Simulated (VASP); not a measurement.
# W (Im-3m) in VASP: single point with PBE

Aim: the single point of W with PBE.

Program: VASP 6.6.1. These are calculated values, not measurements. Logs are shortened: lines on timing, memory, paths and dates and some standing lists are left out, and cuts for length are marked.

### Step 1. The cell of the first run

It takes space group Im-3m (No. 229, cubic). Conventional cell: a = 3.165 Å, b = 3.165 Å, c = 3.165 Å, α = 90.00°, β = 90.00°, γ = 90.00°. W (site symmetry m-3m) has 14 W at 2.74 to 3.16 Å within 3.6 Å.

### Step 2. Single point, PBE

Contents of INCAR:

```
ALGO     = Normal         # electronic algorithm
EDIFF    = 1E-6           # SCF threshold, eV
ENCUT    = 500            # plane-wave cutoff, eV
GGA      = PE             # functional
GGA_COMPAT= F            
ISIF     = 2              # what is computed and relaxed
ISMEAR   = -1             # smearing method
LASPH    = T              # aspherical terms in the spheres
LCHARG   = F              # write CHGCAR
LREAL    = F              # projectors in reciprocal space
LWAVE    = F              # write WAVECAR
NBANDS   = 96             # bands
NELM     = 120            # most SCF steps
PREC     = Accurate       # precision mode
SIGMA    = 0.1            # smearing width, eV
```

Contents of KPOINTS:

```
k-points
0
Gamma
  2 3 3
```

Contents of POSCAR:

```
W
1.0
   -4.7470350000      4.7470350000      4.7470350000
    3.1646900000     -3.1646900000      3.1646900000
    3.1646900000      3.1646900000     -3.1646900000
W
12
Direct
    0.0000000000      0.0000000000      0.0000000000
    0.0000000000      0.0000000000      0.5000000000
    0.0000000000      0.5000000000      0.0000000000
    0.0000000000      0.5000000000      0.5000000000
    0.3333333333      0.0000000000      0.0000000000
    0.3333333333      0.0000000000      0.5000000000
    0.3333333333      0.5000000000      0.0000000000
    0.3333333333      0.5000000000      0.5000000000
    0.6666666667      0.0000000000      0.0000000000
    0.6666666667      0.0000000000      0.5000000000
    0.6666666667      0.5000000000      0.0000000000
    0.6666666667      0.5000000000      0.5000000000
```

Potentials or basis: VASP PAW PBE potentials, release 64 (W_sv).

The run is started by

```sh
$ cat potpaw_PBE.64/W_sv/POTCAR > POTCAR
$ mpirun -np 1 vasp_std > vasp.out
```

OUTCAR:

```text
EDIFF = 1E-6
   ENCUT = 500
   GGA = PE
   ISIF = 2
   ISMEAR = -1
   LASPH = T
   LREAL = F
   NELM = 120
   PREC = Accurate

 ion  position               nearest neighbor table
   1  0.000  0.000  0.000-   5 2.74   9 2.74   8 2.74  12 2.74   2 2.74   2 2.74   3 2.74   3 2.74
                            10 3.16   7 3.16  11 3.16   6 3.16   4 3.16   4 3.16
   2  0.000  0.000  0.500-   6 2.74  10 2.74   7 2.74  11 2.74   1 2.74   1 2.74   4 2.74   4 2.74
                             9 3.16   5 3.16  12 3.16   8 3.16   3 3.16   3 3.16
   3  0.000  0.500  0.000-   7 2.74  11 2.74   6 2.74  10 2.74   1 2.74   4 2.74   1 2.74   4 2.74
                            12 3.16   5 3.16   9 3.16   8 3.16   2 3.16   2 3.16
   4  0.000  0.500  0.500-   8 2.74  12 2.74   5 2.74   9 2.74   2 2.74   3 2.74   2 2.74   3 2.74
                            11 3.16   7 3.16  10 3.16   6 3.16   1 3.16   1 3.16
   5  0.333  0.000  0.000-   1 2.74   4 2.74   7 2.74   6 2.74   7 2.74   6 2.74  12 2.74   9 2.74
                             2 3.16   3 3.16   8 3.16   8 3.16  11 3.16  10 3.16
   6  0.333  0.000  0.500-   2 2.74   3 2.74   8 2.74   5 2.74   8 2.74   5 2.74  11 2.74  10 2.74
                             1 3.16   4 3.16   7 3.16   7 3.16   9 3.16  12 3.16
   7  0.333  0.500  0.000-   3 2.74   2 2.74   8 2.74   8 2.74   5 2.74   5 2.74  10 2.74  11 2.74
                             4 3.16   1 3.16   6 3.16   6 3.16   9 3.16  12 3.16
   8  0.333  0.500  0.500-   4 2.74   1 2.74   7 2.74   7 2.74   6 2.74   6 2.74   9 2.74  12 2.74
                             3 3.16   2 3.16   5 3.16   5 3.16  11 3.16  10 3.16
   9  0.667  0.000  0.000-   1 2.74   4 2.74  10 2.74  11 2.74  10 2.74  11 2.74   8 2.74   5 2.74
                             3 3.16   2 3.16  12 3.16  12 3.16   7 3.16   6 3.16
  10  0.667  0.000  0.500-   2 2.74   3 2.74   9 2.74  12 2.74   9 2.74  12 2.74   7 2.74   6 2.74
                             1 3.16   4 3.16  11 3.16  11 3.16   8 3.16   5 3.16
  11  0.667  0.500  0.000-   3 2.74   2 2.74   9 2.74  12 2.74  12 2.74   9 2.74   6 2.74   7 2.74
                             1 3.16   4 3.16  10 3.16  10 3.16   5 3.16   8 3.16
  12  0.667  0.500  0.500-   4 2.74   1 2.74  10 2.74  11 2.74  11 2.74  10 2.74   5 2.74   8 2.74
                             3 3.16   2 3.16   9 3.16   9 3.16   6 3.16   7 3.16

  LATTYP: Found a base centered monoclinic cell.
 ALAT       =     6.3293800000
 B/A-ratio  =     1.4142135624
 C/A-ratio  =     1.0897247359
 COS(beta)  =    -0.2294157339

  Lattice vectors:

 A1 = (  -3.1646900000,   3.1646900000,  -3.1646900000)
 A2 = (  -3.1646900000,  -3.1646900000,   3.1646900000)
 A3 = (   1.5823450000,   4.7470350000,   4.7470350000)

Analysis of symmetry for initial positions (statically):
=====================================================================
 Subroutine PRICEL returns following result:

  LATTYP: Found a body centered cubic cell.
 ALAT       =     3.1646900000

  Lattice vectors:

 A1 = (  -1.5823449998,   1.5823449998,   1.5823449998)
 A2 = (   1.5823450000,  -1.5823450000,   1.5823450000)
 A3 = (   1.5823450000,   1.5823450000,  -1.5823450000)

  12 primitive cells build up your supercell.

 Routine SETGRP: Setting up the symmetry group for a
 base centered monoclinic supercell.

 Subroutine GETGRP returns: Found  4 space group operations
 (whereof  4 operations were pure point group operations)
 out of a pool of  4 trial point group operations.

The static configuration has the point symmetry C_2h.

Analysis of symmetry for dynamics (positions and initial velocities):
=====================================================================
 Subroutine PRICEL returns following result:

  LATTYP: Found a body centered cubic cell.
 ALAT       =     3.1646900000

  Lattice vectors:

 A1 = (  -1.5823449998,   1.5823449998,   1.5823449998)
 A2 = (   1.5823450000,  -1.5823450000,   1.5823450000)
 A3 = (   1.5823450000,   1.5823450000,  -1.5823450000)

  12 primitive cells build up your supercell.

 Routine SETGRP: Setting up the symmetry group for a
 base centered monoclinic supercell.

 Subroutine GETGRP returns: Found  4 space group operations
 (whereof  4 operations were pure point group operations)
 out of a pool of  4 trial point group operations.

The dynamic configuration has the point symmetry C_2h.

 Subroutine INISYM returns: Found  4 space group operations
[... 58 lines left out ...]
|        whereas your k-lattice is face-centered cubic.                       |
|                                                                             |
|     Results are often still useful ...                                      |
|                                                                             |
 -----------------------------------------------------------------------------

 Subroutine IBZKPT returns following result:
 ===========================================

 Found      8 irreducible k-points:

 Following reciprocal coordinates:
            Coordinates               Weight
  0.000000  0.000000  0.000000      1.000000
  0.500000  0.000000  0.000000      1.000000
  0.000000  0.333333  0.000000      4.000000
  0.500000  0.333333 -0.000000      4.000000
  0.000000  0.333333  0.333333      2.000000
  0.500000  0.333333  0.333333      2.000000
  0.000000 -0.333333  0.333333      2.000000
  0.500000 -0.333333  0.333333      2.000000
   k-points           NKPTS =      8   k-points in BZ     NKDIM =      8   number of bands    NBANDS=     96
   number of dos      NEDOS =    301   number of ions     NIONS =     12
   total plane-waves  NPLWV =  96000
   dimension x,y,z NGX =    60 NGY =   40 NGZ =   40
   dimension x,y,z NGXF=   120 NGYF=   80 NGZF=   80
   ions per type =              12
   NGX,Y,Z   is equivalent  to a cutoff of  12.13, 12.13, 12.13 a.u.
   NGXF,Y,Z  is equivalent  to a cutoff of  24.26, 24.26, 24.26 a.u.
 SYSTEM =  unknown system
   PREC   = accura    normal or accurate (medium, high low for compatibility)
   ISTART =      0    job   : 0-new  1-cont  2-samecut
   ICHARG =      2    charge: 1-file 2-atom 10-const
   ISPIN  =      1    spin polarized calculation?
   LNONCOLLINEAR =      F non collinear calculations
   LSORBIT =      F    spin-orbit coupling
   LASPH  =      T    aspherical Exc in radial PAW
   ENCUT  =  500.0 eV  36.75 Ry    6.06 a.u.  14.99  9.99  9.99*2*pi/ulx,y,z
   NELM   =    120;   NELMIN=  2; NELMDL= -5     # of ELM steps
   EDIFF  = 0.1E-05   stopping-criterion for ELM
   LREAL  =      F    real-space projection
   EDIFFG = 0.1E-04   stopping-criterion for IOM
   NSW    =      0    number of steps for IOM
   IBRION =     -1    ionic relax: 0-MD 1-quasi-New 2-CG
   NFREE  =      0    steps in history (QN), initial steepest desc. (CG)
   ISIF   =      2    stress and relaxation
   ISYM   =      2    0-nonsym 1-usesym 2-fastsym
   POTIM  = 0.5000    time-step for ionic-motion
   TEBEG  =    0.0;   TEEND  =   0.0 temperature during run
   PSTRESS=    0.0 pullay stress
   NELECT =     168.0000    total number of electrons
   NUPDOWN=      -1.0000    fix difference up-down
   EMIN   =  10.00;   EMAX   =-10.00  energy-range for DOS
   EFERMI =   0.00;   METHOD = LEGACY
   ISMEAR =    -1;   SIGMA  =   0.10  broadening in eV -4-tet -1-fermi 0-gaus
   EFERMI_NEDOS =   21; number of points for ismear=-14 and -15
   IALGO  =     38    algorithm
   IMIX   =      4    mixing-type and parameters
     AMIX     =   0.40;   BMIX     =  1.00
     AMIX_MAG =   1.60;   BMIX_MAG =  1.00
  volume/ion in A,a.u.               =      15.85       106.94
  Fermi-wavevector in a.u.,A,eV,Ry     =   1.570832  2.968442 33.572544  2.467512
  Thomas-Fermi vector in A             =   2.672506
   LORBIT       =      0    0 simple, 1 ext, 2 COOP (PROOUT), +10 PAW based schemes
   GGA     = PE    functional components
   LHFCALC =     F    Hartree Fock is set to
   AEXX    =    0.0000 exact exchange contribution
   IVDW    =     0    specifies the selected vdW correction
   LEPSILON=     F    determine dielectric tensor
   LRPA    =     F    only Hartree local field effects (RPA)
 non-spin polarized calculation
  energy-cutoff  :      500.00
  volume of cell :      190.17
 maximum number of plane-waves:      4860
 NGX is ok and might be reduce to    60
   NGX = 29   NGY = 19   NGZ = 19

 number of electron     168.0000042 magnetization

 Free energy of the ion-electron system (eV)
  ---------------------------------------------------
  ext. energy  EPLUGINS =         0.00000000
  ---------------------------------------------------
  free energy    TOTEN  =      -156.07047158 eV

  energy without entropy =     -155.82135447  energy(sigma->0) =     -155.94591303

 E-fermi :  11.6114     XC(G=0): -13.6360

 val. band max:       11.5094179217   @ k =   0.0000  -0.3333   0.3333
 cond. band min:      11.7921090137   @ k =   0.5000   0.3333  -0.0000
 fundamental gap:      0.2826910920
 Fermi energy:        11.6113688661

 k-point     1 :       0.0000    0.0000    0.0000
  band No.  band energies     occupation
      1     -62.6929      2.00000
      2     -62.5922      2.00000
      3     -62.5922      2.00000
      4     -62.5583      2.00000
      5     -62.5583      2.00000
      6     -62.5583      2.00000
[... 781 lines left out ...]
     95      13.3853      0.00000
     96      13.3853      0.00000

------------------------ aborting loop because EDIFF is reached ----------------------------------------

  FORCE on cell =-STRESS in cart. coord.  units (eV):
  Direction    XX          YY          ZZ          XY          YZ          ZX
  --------------------------------------------------------------------------------------
  -------------------------------------------------------------------------------------
  Total        5.2169553      5.2169533      5.2169533      0.0000012     -0.0001456      0.0000021
  in kB       43.9524332     43.9524167     43.9524167      0.0000105     -0.0012267      0.0000175
  external PRESSURE =      43.9524222 kB  Pullay stress =       0.0000000 kB

 VOLUME and BASIS-vectors are now :
 -----------------------------------------------------------------------------
  energy-cutoff  :      500.00
  volume of cell :      190.17
      direct lattice vectors                 reciprocal lattice vectors
    -4.747035000  4.747035000  4.747035000     0.000000000  0.105328905  0.105328905
     3.164690000 -3.164690000  3.164690000     0.157993358  0.000000000  0.157993358
     3.164690000  3.164690000 -3.164690000     0.157993358  0.157993358  0.000000000

 POSITION                                       TOTAL-FORCE (eV/Angst)
 -----------------------------------------------------------------------------------
      0.00000      0.00000      0.00000        -0.000000     -0.000000     -0.000000
      1.58234      1.58234     -1.58234        -0.000000     -0.000000      0.000000
      1.58234     -1.58234      1.58234         0.000000     -0.000000      0.000000
      3.16469      0.00000      0.00000        -0.000000     -0.000000      0.000000
     -1.58234      1.58234      1.58234        -0.000000      0.000000     -0.000000
      0.00000      3.16469     -0.00000        -0.000000      0.000000     -0.000000
      0.00000     -0.00000      3.16469        -0.000000      0.000000     -0.000000
      1.58235      1.58234      1.58234         0.000000     -0.000000      0.000000
     -3.16469      3.16469      3.16469         0.000000      0.000000      0.000000
     -1.58235      4.74704      1.58235         0.000000     -0.000000     -0.000000
     -1.58235      1.58235      4.74704        -0.000000      0.000000      0.000000
     -0.00000      3.16469      3.16469         0.000000      0.000000     -0.000000
 -----------------------------------------------------------------------------------
    total drift:                               -0.000000      0.000000      0.000000

  FREE ENERGIE OF THE ION-ELECTRON SYSTEM (eV)
  ---------------------------------------------------
  free  energy   TOTEN  =      -156.0704715831 eV

  energy  without entropy=     -155.8213544730  energy(sigma->0) =     -155.94591303
```

Run time: 2.8 min. Hardware: 1 thread of AMD EPYC 7R43 (Zen 3), shared host; peak memory 0.29 GiB.

What came out:

```yaml
Free_energy: -156.0705 eV
Pressure: 4.4 GPa
Band_gap_on_the_k_mesh: zero (bands 84 and 85 overlap by 2.10 eV)
```

Levels at points of the mesh, in eV from the Fermi level:
| k point | band 79 | band 80 | band 81 | band 82 | band 83 | band 84 | band 85 | band 86 | band 87 | band 88 |
| --- | --- | --- | --- | --- | --- | --- | --- | --- | --- | --- |
| (0.00, 0.00, 0.00) | -1.37 | -1.37 | 0.51 | 0.51 | 0.51 | 1.20 | 1.20 | 1.38 | 1.38 | 1.77 |
| (0.50, 0.00, 0.00) | -1.65 | -1.65 | -0.10 | -0.10 | 0.18 | 0.18 | 0.51 | 0.51 | 0.51 | 1.41 |

Caveat: the k points lie up to 0.47 Å⁻¹ apart, too coarse for converged energies and pressures of a metal; spin-orbit coupling is left out, which moves the levels of the heavy elements.
